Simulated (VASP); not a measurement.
# SnH in VASP: a series of runs

SnH is run at these levels: PBE; tasks: single point, relaxation of cell and atoms.

Program: VASP 6.6.1. These are calculated values, not measurements. Logs are shortened: lines on timing, memory, paths and dates and some standing lists are left out, and cuts for length are marked.

## 1. The cell of the first run

The typed cell holds 2 atoms: a = 3.131 Å, b = 3.131 Å, c = 3.137 Å, α = 90.00°, β = 90.00°, γ = 90.00°.

The cell was generated, and may not be a known phase.

## 2. Single point, PBE

The input, INCAR:

```
ALGO = Normal ; EDIFF = 1E-7
ENCUT = 520 ; GGA = PE
ISIF = 2 ; ISMEAR = 0
LASPH = T ; LCHARG = F
LREAL = F ; LWAVE = F
NBANDS = 14 ; NELM = 100
PREC = Accurate ; SIGMA = 0.1
```

The input, KPOINTS:

```
k-points
0
Gamma
  18 18 14
```

The input, POSCAR:

```
SnH
1.0
    3.1305832138      0.0000000000      0.0000000000
    0.0000000000      3.1305832138      0.0000000000
    0.0000000000      0.0000000000      3.1367198197
Sn H
1 1
Direct
    0.5000000000      0.5000000000      0.5000000000
    0.0000000000      0.0000000000      0.0000000000
```

Potentials or basis: VASP PAW PBE potentials, release 64 (Sn_d, H).

Command:

```
cat potpaw_PBE.64/Sn_d/POTCAR potpaw_PBE.64/H/POTCAR > POTCAR
mpirun -np 1 vasp_std > vasp.out
```

OUTCAR:

```text
EDIFF = 1E-7
   ENCUT = 520
   GGA = PE
   ISIF = 2
   ISMEAR = 0
   LASPH = T
   LREAL = F
   NELM = 100
   PREC = Accurate

 ion  position               nearest neighbor table
   1  0.500  0.500  0.500-
   2  0.000  0.000  0.000-

  LATTYP: Found a simple tetragonal cell.
 ALAT       =     3.1305832138
 C/A-ratio  =     1.0019602117

  Lattice vectors:

 A1 = (   3.1305832138,   0.0000000000,   0.0000000000)
 A2 = (   0.0000000000,   3.1305832138,   0.0000000000)
 A3 = (   0.0000000000,   0.0000000000,   3.1367198197)

Analysis of symmetry for initial positions (statically):
=====================================================================
 Subroutine PRICEL returns:
 Original cell was already a primitive cell.

 Routine SETGRP: Setting up the symmetry group for a
 simple tetragonal supercell.

 Subroutine GETGRP returns: Found 16 space group operations
 (whereof 16 operations were pure point group operations)
 out of a pool of 16 trial point group operations.

The static configuration has the point symmetry D_4h.

Analysis of symmetry for dynamics (positions and initial velocities):
=====================================================================
 Subroutine PRICEL returns:
 Original cell was already a primitive cell.

 Routine SETGRP: Setting up the symmetry group for a
 simple tetragonal supercell.

 Subroutine GETGRP returns: Found 16 space group operations
 (whereof 16 operations were pure point group operations)
 out of a pool of 16 trial point group operations.

The dynamic configuration has the point symmetry D_4h.

 Subroutine INISYM returns: Found 16 space group operations
 (whereof 16 operations are pure point group operations),
 and found     1 'primitive' translations

----------------------------------------------------------------------------------------

                                     Primitive cell

  volume of cell :      30.7416

  direct lattice vectors                    reciprocal lattice vectors
     3.130583214  0.000000000  0.000000000     0.319429299  0.000000000  0.000000000
     0.000000000  3.130583214  0.000000000     0.000000000  0.319429299  0.000000000
     0.000000000  0.000000000  3.136719820     0.000000000  0.000000000  0.318804374

  length of vectors
     3.130583214  3.130583214  3.136719820     0.319429299  0.319429299  0.318804374

  position of ions in fractional coordinates (direct lattice)
     0.500000000  0.500000000  0.500000000
     0.000000000  0.000000000  0.000000000

  ion indices of the primitive-cell ions
   primitive index   ion index
                 1           1
                 2           2

----------------------------------------------------------------------------------------

 KPOINTS: k-points

Automatic generation of k-mesh.
 Grid dimensions read from file:
 generate k-points for:   18   18   14

 Generating k-lattice:

  Cartesian coordinates                     Fractional coordinates (reciprocal lattice)
     0.017746072  0.000000000  0.000000000     0.055555556  0.000000000  0.000000000
     0.000000000  0.017746072  0.000000000     0.000000000  0.055555556  0.000000000
     0.000000000  0.000000000  0.022771741     0.000000000  0.000000000  0.071428571

  Length of vectors
     0.017746072  0.017746072  0.022771741

  Shift w.r.t. Gamma in fractional coordinates (k-lattice)
     0.000000000  0.000000000  0.000000000

 Subroutine IBZKPT returns following result:
 ===========================================

 Found    440 irreducible k-points:

 Following reciprocal coordinates:
            Coordinates               Weight
  0.000000  0.000000  0.000000      1.000000
  0.055556  0.000000  0.000000      4.000000
  0.111111  0.000000  0.000000      4.000000
  0.166667  0.000000  0.000000      4.000000
  0.222222  0.000000  0.000000      4.000000
  0.277778  0.000000  0.000000      4.000000
[... 16 lines left out ...]
  0.277778  0.111111  0.000000      8.000000
  0.333333  0.111111  0.000000      8.000000
 [... further k-points ...]
   k-points           NKPTS =    440   k-points in BZ     NKDIM =    440   number of bands    NBANDS=     14
   number of dos      NEDOS =    301   number of ions     NIONS =      2
   total plane-waves  NPLWV =  13824
   dimension x,y,z NGX =    24 NGY =   24 NGZ =   24
   dimension x,y,z NGXF=    48 NGYF=   48 NGZF=   48
   ions per type =               1   1
   NGX,Y,Z   is equivalent  to a cutoff of  12.74, 12.74, 12.72 a.u.
   NGXF,Y,Z  is equivalent  to a cutoff of  25.49, 25.49, 25.44 a.u.
 SYSTEM =  unknown system
   PREC   = accura    normal or accurate (medium, high low for compatibility)
   ISTART =      0    job   : 0-new  1-cont  2-samecut
   ICHARG =      2    charge: 1-file 2-atom 10-const
   ISPIN  =      1    spin polarized calculation?
   LNONCOLLINEAR =      F non collinear calculations
   LSORBIT =      F    spin-orbit coupling
   LASPH  =      T    aspherical Exc in radial PAW
   ENCUT  =  520.0 eV  38.22 Ry    6.18 a.u.   5.82  5.82  5.83*2*pi/ulx,y,z
   NELM   =    100;   NELMIN=  2; NELMDL= -5     # of ELM steps
   EDIFF  = 0.1E-06   stopping-criterion for ELM
   LREAL  =      F    real-space projection
   EDIFFG = 0.1E-05   stopping-criterion for IOM
   NSW    =      0    number of steps for IOM
   IBRION =     -1    ionic relax: 0-MD 1-quasi-New 2-CG
   NFREE  =      0    steps in history (QN), initial steepest desc. (CG)
   ISIF   =      2    stress and relaxation
   ISYM   =      2    0-nonsym 1-usesym 2-fastsym
   POTIM  = 0.5000    time-step for ionic-motion
   TEBEG  =    0.0;   TEEND  =   0.0 temperature during run
   PSTRESS=    0.0 pullay stress
   NELECT =      15.0000    total number of electrons
   NUPDOWN=      -1.0000    fix difference up-down
   EMIN   =  10.00;   EMAX   =-10.00  energy-range for DOS
   EFERMI =   0.00;   METHOD = LEGACY
   ISMEAR =     0;   SIGMA  =   0.10  broadening in eV -4-tet -1-fermi 0-gaus
   EFERMI_NEDOS =   21; number of points for ismear=-14 and -15
   IALGO  =     38    algorithm
   IMIX   =      4    mixing-type and parameters
     AMIX     =   0.40;   BMIX     =  1.00
     AMIX_MAG =   1.60;   BMIX_MAG =  1.00
  volume/ion in A,a.u.               =      15.37       103.73
  Fermi-wavevector in a.u.,A,eV,Ry     =   1.288833  2.435540 22.600494  1.661089
  Thomas-Fermi vector in A             =   2.420762
   LORBIT       =      0    0 simple, 1 ext, 2 COOP (PROOUT), +10 PAW based schemes
   GGA     = PE    functional components
   LHFCALC =     F    Hartree Fock is set to
   AEXX    =    0.0000 exact exchange contribution
   IVDW    =     0    specifies the selected vdW correction
   LEPSILON=     F    determine dielectric tensor
   LRPA    =     F    only Hartree local field effects (RPA)
 non-spin polarized calculation
 Gauss-broadening in eV      SIGMA  =   0.10
  energy-cutoff  :      520.00
  volume of cell :       30.74
 maximum number of plane-waves:       853
 NGX is ok and might be reduce to    24
   NGX = 11   NGY = 11   NGZ = 11

 number of electron      14.9999985 magnetization

 Free energy of the ion-electron system (eV)
  ---------------------------------------------------
  ext. energy  EPLUGINS =         0.00000000
  ---------------------------------------------------
  free energy    TOTEN  =        -5.95365574 eV

  energy without entropy =       -5.94976347  energy(sigma->0) =       -5.95170961

 E-fermi :   7.1103     XC(G=0): -10.3691

 val. band max:        7.1093299002   @ k =   0.5000   0.3333   0.0000
 cond. band min:       7.1135245819   @ k =   0.3333   0.3333   0.5000
 fundamental gap:      0.0041946818
 Fermi energy:         7.1103367363

 k-point     1 :       0.0000    0.0000    0.0000
  band No.  band energies     occupation
      1     -14.6475      2.00000
      2     -14.6466      2.00000
      3     -14.3204      2.00000
      4     -14.3204      2.00000
      5     -14.3173      2.00000
      6      -4.1995      2.00000
      7       8.3977      0.00000
      8      11.5267      0.00000
      9      11.5850      0.00000
     10      11.5850      0.00000
     11      15.0893      0.00000
     12      15.1229      0.00000
     13      26.4098      0.00000
     14      26.4239      0.00000

 k-point     2 :       0.0556    0.0000    0.0000
  band No.  band energies     occupation
      1     -14.6468      2.00000
      2     -14.6391      2.00000
      3     -14.3230      2.00000
      4     -14.3202      2.00000
      5     -14.3199      2.00000
      6      -4.1508      2.00000
      7       8.1802      0.00000
      8      11.3191      0.00000
      9      11.5783      0.00000
     10      11.6366      0.00000
     11      15.1341      0.00000
     12      15.6710      0.00000
     13      25.9247      0.00000
     14      26.0878      0.00000

 k-point     3 :       0.1111    0.0000    0.0000
  band No.  band energies     occupation
      1     -14.6455      2.00000
      2     -14.6168      2.00000
      3     -14.3304      2.00000
      4     -14.3272      2.00000
      5     -14.3196      2.00000
      6      -4.0045      2.00000
      7       7.5240      0.00000
      8      10.9376      0.00000
      9      11.7315      0.00000
     10      11.7899      0.00000
     11      15.2445      0.00000
     12      16.9177      0.00000
     13      24.8830      0.00000
     14      25.0181      0.00000
[... 324 lines left out ...]
 k-point    23 :       0.2778    0.1111    0.0000
  band No.  band energies     occupation
      1     -14.6170      2.00000
      2     -14.4842      2.00000
      3     -14.3789      2.00000
      4     -14.3687      2.00000
      5     -14.3260      2.00000
      6      -2.7856      2.00000
      7       4.3737      2.00000
      8       9.4717      0.00000
      9      12.4929      0.00000
     10      12.9377      0.00000
     11      17.1345      0.00000
     12      19.2847      0.00000
     13      21.1867      0.00000
     14      21.5756      0.00000

 k-point    24 :       0.3333    0.1111    0.0000
  band No.  band energies     occupation
      1     -14.6142      2.00000
      2     -14.4420      2.00000
      3     -14.3932      2.00000
      4     -14.3823      2.00000
      5     -14.3248      2.00000
      6      -2.2549      2.00000
      7       3.2536      2.00000
      8       9.7639      0.00000
      9      12.5412      0.00000
     10      13.3969      0.00000
     11      17.1151      0.00000
     12      18.9852      0.00000
     13      20.5430      0.00000
     14      20.7036      0.00000

 [... further k-points ...]
[... 5 lines left out ...]
  --------------------------------------------------------------------------------------
  -------------------------------------------------------------------------------------
  Total       -0.0168074     -0.0168074     -0.0168134      0.0000000     -0.0000000     -0.0000000
  in kB       -0.8759588     -0.8759588     -0.8762761      0.0000000     -0.0000000     -0.0000000
  external PRESSURE =      -0.8760646 kB  Pullay stress =       0.0000000 kB

 VOLUME and BASIS-vectors are now :
 -----------------------------------------------------------------------------
  energy-cutoff  :      520.00
  volume of cell :       30.74
      direct lattice vectors                 reciprocal lattice vectors
     3.130583214  0.000000000  0.000000000     0.319429299  0.000000000  0.000000000
     0.000000000  3.130583214  0.000000000     0.000000000  0.319429299  0.000000000
     0.000000000  0.000000000  3.136719820     0.000000000  0.000000000  0.318804374

 POSITION                                       TOTAL-FORCE (eV/Angst)
 -----------------------------------------------------------------------------------
      1.56529      1.56529      1.56836         0.000000      0.000000      0.000000
      0.00000      0.00000      0.00000         0.000000      0.000000      0.000000
 -----------------------------------------------------------------------------------
    total drift:                                0.000000     -0.000000     -0.000000

  FREE ENERGIE OF THE ION-ELECTRON SYSTEM (eV)
  ---------------------------------------------------
  free  energy   TOTEN  =        -5.9536557385 eV

  energy  without entropy=       -5.9497634716  energy(sigma->0) =       -5.95170961
```

Run time: 53 s. Hardware: 1 thread of Intel Xeon Platinum 8488C (Sapphire Rapids), shared host; peak memory 0.29 GiB.

What came out:

```
Free energy            : -5.9537 eV
Pressure               : -0.1 GPa
Band gap on the k mesh : zero (an odd number of electrons rules out a gap without spin polarisation)
```

Caveat: spin-orbit coupling is left out, which moves the levels of the heavy elements.

## 3. Single point, PBE

The input, INCAR:

```
PREC = Accurate
ENCUT = 520
EDIFF = 1E-6
ISMEAR = 0
SIGMA = 0.1
LREAL = F
LASPH = T
NELM = 80
ALGO = Normal
ISIF = 2
LWAVE = F
LCHARG = F
GGA = PE
NBANDS = 14
```

The input, KPOINTS:

```
regular mesh
0
Gamma
  18 18 18
```

The input, POSCAR:

```
SnH
1.0
    3.1314878018      0.0000000000      0.0000000000
    0.0000000000      3.1314878018      0.0000000000
    0.0000000000      0.0000000000      3.1319222418
Sn H
1 1
Direct
    0.5000000000      0.5000000000      0.5000000000
    0.0000000000      0.0000000000      0.0000000000
```

Potentials or basis: VASP PAW PBE potentials, release 64 (Sn_d, H).

Command:

```
cat potpaw_PBE.64/Sn_d/POTCAR potpaw_PBE.64/H/POTCAR > POTCAR
mpirun -np 1 vasp_std > vasp.out
```

It took 65 s on 1 thread of Intel Xeon Platinum 8488C (Sapphire Rapids), shared host; peak memory 0.33 GiB.

Results (log left out):

```yaml
Free_energy: -5.9527 eV
Pressure: -0.1 GPa
Band_gap_on_the_k_mesh: zero (an odd number of electrons rules out a gap without spin polarisation)
```

Levels at points of the mesh, in eV from the Fermi level:
| k point | band 3 | band 4 | band 5 | band 6 | band 7 | band 8 | band 9 | band 10 | band 11 | band 12 |
| --- | --- | --- | --- | --- | --- | --- | --- | --- | --- | --- |
| (0.00, 0.00, 0.00) | -21.42 | -21.42 | -21.42 | -11.31 | 1.30 | 4.47 | 4.47 | 4.47 | 8.01 | 8.01 |
| (0.50, 0.00, 0.00) | -21.50 | -21.49 | -21.41 | -7.91 | -6.50 | 3.97 | 7.10 | 7.11 | 10.85 | 11.29 |
| (0.50, 0.50, 0.00) | -21.49 | -21.49 | -21.32 | -4.87 | -2.83 | -2.49 | -2.49 | 9.67 | 11.40 | 12.98 |
| (0.00, 0.00, 0.50) | -21.50 | -21.49 | -21.41 | -7.91 | -6.50 | 3.98 | 7.10 | 7.10 | 10.85 | 11.29 |
| (0.50, 0.00, 0.50) | -21.49 | -21.49 | -21.32 | -4.87 | -2.83 | -2.49 | -2.49 | 9.67 | 11.40 | 12.98 |
| (0.50, 0.50, 0.50) | -21.60 | -21.32 | -21.32 | -1.56 | -1.50 | -0.11 | -0.11 | -0.11 | 4.73 | 4.73 |

Caveat: spin-orbit coupling is left out, which moves the levels of the heavy elements.

(Continued in part 2 of 2.)
